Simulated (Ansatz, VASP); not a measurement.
# One calculation of La2Zr2O, two programs

INCAR

```
SYSTEM = La2Zr2O
ALGO = Normal
EDIFF = 1E-6
EDIFFG = -0.04
ENCUT = 600
GGA = PE
IBRION = 2
ISIF = 3
ISMEAR = 0
LASPH = .True.
LCHARG = .False.
LREAL = .False.
LWAVE = .False.
NELM = 100
NSW = 90
PREC = Accurate
SIGMA = 0.1
```

Contents of KPOINTS:

```
k-points
0
Gamma
  6 6 4
  0 0 0
```

POSCAR

```
La2Zr2O
1.0
    3.7737597200      0.0000000000      0.0000000000
   -1.8868798600      3.2681717900      0.0000000000
    0.0000000000      0.0000000000      5.4707806600
La Zr O
2 2 1
Direct
    0.3333333300      0.6666666700      0.5000000000
    0.6666666700      0.3333333300      0.5000000000
    0.0000000000      0.0000000000      0.6419954200
    0.0000000000      0.0000000000      0.3580045800
    0.0000000000      0.0000000000      0.0000000000
```

Input for Ansatz:

```yaml
crystal:
  lattice:
    - [3.77375972, 0.0, 0.0]
    - [-1.88687986, 3.26817179, 0.0]
    - [0.0, 0.0, 5.47078066]
  atoms:
    - { symbol: La, position: [0.33333333, 0.66666667, 0.5] }
    - { symbol: La, position: [0.66666667, 0.33333333, 0.5] }
    - { symbol: Zr, position: [0.0, 0.0, 0.64199542] }
    - { symbol: Zr, position: [0.0, 0.0, 0.35800458] }
    - { symbol: O, position: [0.0, 0.0, 0.0] }
basis:
  ecutwfc: 420
kpoints:
  mp_grid: { grid: [6, 6, 4] }
hamiltonian:
  xc: pbe
scf:
  occupations: { method: gaussian, width: 0.1 }
  lower_state_search: "off"
output:
  forces: true
  stress: true
  eigenvalues: true
relax:
  adjacent_minimum: "off"
  f_tol: 0.04
  max_steps: 70
  cell: { stress_tol: 0.4 }
```

Alike in both runs: task relaxation of cell and atoms; functional PBE; k mesh 6 × 6 × 4; occupations gaussian, width 0.1 eV; no spin polarisation.

|  | VASP | Ansatz |
| --- | --- | --- |
| version | VASP 6.6.1 | Ansatz 0.2.0 |
| potentials or method | VASP PAW PBE potentials, release 64 (La, Zr_sv, O), cutoff 600 eV | scalar-relativistic, plane waves, PAW |
| valence electrons in the cell | 52 | 52 |

```csv
,VASP,Ansatz,Ansatz less VASP
"gap on the k mesh at the Fermi level, each at its own relaxed structure (eV)",none,none,-
relaxed volume (Å³/atom),34.32,37.73,+3.411
relaxed cell length with the largest relative difference (Å),5.368,5.667,+0.2984
```

A gap of «none» marks a metal or a gap that the smearing closes. One of these differences is far larger than is usual between the two programs; its cause wasn't traced.

Spin-orbit coupling is off throughout. Noted on VASP's run: the volume moved by over 15 % at a fixed basis, so the end points are rough.
